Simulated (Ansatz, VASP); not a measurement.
WC: VASP beside Ansatz

```
CELL_PARAMETERS angstrom
2.92575 0.00000 0.00000
-1.46287 2.53377 0.00000
0.00000 0.00000 2.85539
ATOMIC_POSITIONS crystal
W 0.00000 0.00000 0.00000
C 0.66667 0.33333 0.50000
```

Alike in both runs: task single point; functional r2SCAN; k mesh 10 × 10 × 9; occupations fermi-dirac, width 0.05 eV; no spin polarisation.

```csv
,VASP,Ansatz
version,VASP 6.6.1,Ansatz 0.2.0
potentials or method,"VASP PAW PBE potentials, release 64 (W_sv, C)",Ansatz PAW
plane-wave cutoff (eV),520,500
valence electrons in the cell,18,18
```

```tsv
	VASP	Ansatz	Ansatz less VASP
gap on the k mesh at the Fermi level (eV)	none	none	-
pressure (GPa)	-4.7	-6.4	-1.78
traceless stress, the component that is largest in VASP (GPa)	-1.94	-2.13	-0.191
```

VASP's potentials were made for PBE, not for r2SCAN. A gap of «none» marks a metal or a gap that the smearing closes. With one functional, cell and mesh, what is left measures potentials, basis and numerics.

Spin-orbit coupling is off throughout.
